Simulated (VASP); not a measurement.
Input of a VASP 6.6.1 run:

Contents of POSCAR:

```
CdS
1.0
    4.1429751122      0.0000000000      0.0000000000
   -2.0714875561      3.5879216944      0.0000000000
    0.0000000000      0.0000000000      6.7983320311
Cd S
2 2
Direct
    0.3333333333      0.6666666667      0.0002109470
    0.6666666667      0.3333333333      0.5002109470
    0.3333333333      0.6666666667      0.3747890530
    0.6666666667      0.3333333333      0.8747890530
```

The input INCAR.step1:

```
SYSTEM = CdS
PREC = Accurate
ENCUT = 520
ISMEAR = 0
SIGMA = 0.01
LREAL = .False.
LASPH = .True.
NELM = 100
NBANDS = 26
GGA = PE
ALGO = Normal
EDIFF = 1E-4
LWAVE = .True.
LCHARG = .False.
```

The input INCAR.step2:

```
SYSTEM = CdS
PREC = Accurate
ENCUT = 520
EDIFF = 1E-6
ISMEAR = 0
SIGMA = 0.01
LREAL = .False.
LASPH = .True.
NELM = 100
ALGO = Normal
ISIF = 2
LWAVE = .False.
LCHARG = .False.
METAGGA = R2SCAN
LMIXTAU = .True.
NBANDS = 26
ISTART = 1
```

File KPOINTS:

```
regular mesh
0
Gamma
  6 6 4
  0 0 0
```

Potentials or basis: VASP PAW PBE potentials, release 64 (Cd, S).

The run is started by

```bash
$ cat potpaw_PBE.64/Cd/POTCAR potpaw_PBE.64/S/POTCAR > POTCAR
$ cp INCAR.step1 INCAR
$ mpirun -np 1 vasp_std > vasp.out
$ cp INCAR.step2 INCAR
$ mpirun -np 1 vasp_std > vasp.out
```

Q: Predict the pressure.

A: 0.6 GPa.

Q: What does it give for the band gap on the k mesh?

A: 1.62 eV.

Stress tensor (GPa, compression positive):
```
0.80 0.00 0.00
0.00 0.80 0.00
0.00 0.00 0.33
```

Caveat: the cell differs from its parent crystal (in-plane strain -0.005, then relaxed in part); the PAW data sets were made with another functional, which shifts forces and pressure a little.
